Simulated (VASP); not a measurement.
# SrTe: single point with r2SCAN

The system is SrTe.

```
CELL_PARAMETERS angstrom
0.00000 3.39721 3.39721
3.39721 0.00000 3.39721
3.39721 3.39721 0.00000
ATOMIC_POSITIONS crystal
Sr 0.50000 0.50000 0.50000
Te 0.00000 0.00000 0.00000
```

This cell differs from its parent crystal: volume scaled by 1.04.

```json
{"Program": "VASP 6.6.1", "Task": "single point", "Functional": "r2SCAN", "Potentials or basis": "VASP PAW PBE potentials, release 64 (Sr_sv, Te)", "Cutoff": "550 eV", "k mesh": "6 × 6 × 6", "Occupations": "gaussian, width 0.05 eV", "Spin": "no spin polarisation"}
```

The pressure is -1.2 GPa and the band gap on the k mesh is 2.24 eV, indirect (least direct gap 2.95 eV).

Levels at points of the mesh, in eV from the valence-band top:
| k point | band 4 | band 5 | band 6 | band 7 | band 8 | band 9 | band 10 | band 11 | band 12 | band 13 |
| --- | --- | --- | --- | --- | --- | --- | --- | --- | --- | --- |
| (0.00, 0.00, 0.00) | -17.41 | -10.09 | 0.00 | 0.00 | 0.00 | 3.33 | 3.77 | 3.77 | 3.77 | 4.41 |
| (0.50, 0.00, 0.00) | -17.41 | -9.53 | -2.63 | -0.99 | -0.99 | 4.32 | 5.62 | 5.80 | 5.80 | 7.08 |
| (0.50, 0.50, 0.00) | -17.43 | -9.67 | -1.90 | -0.72 | -0.72 | 2.24 | 4.39 | 5.27 | 6.50 | 6.55 |

Wall time 75 s on 1 thread of Intel(R) Xeon(R) Platinum 8375C CPU @ 2.90GHz (Ice Lake) (shared host), peak memory 0.26 GiB.

Caveat: the PAW data sets were made with another functional, which shifts forces and pressure a little; spin-orbit coupling is left out, which moves the levels of the heavy elements. A k mesh can miss the band edges.
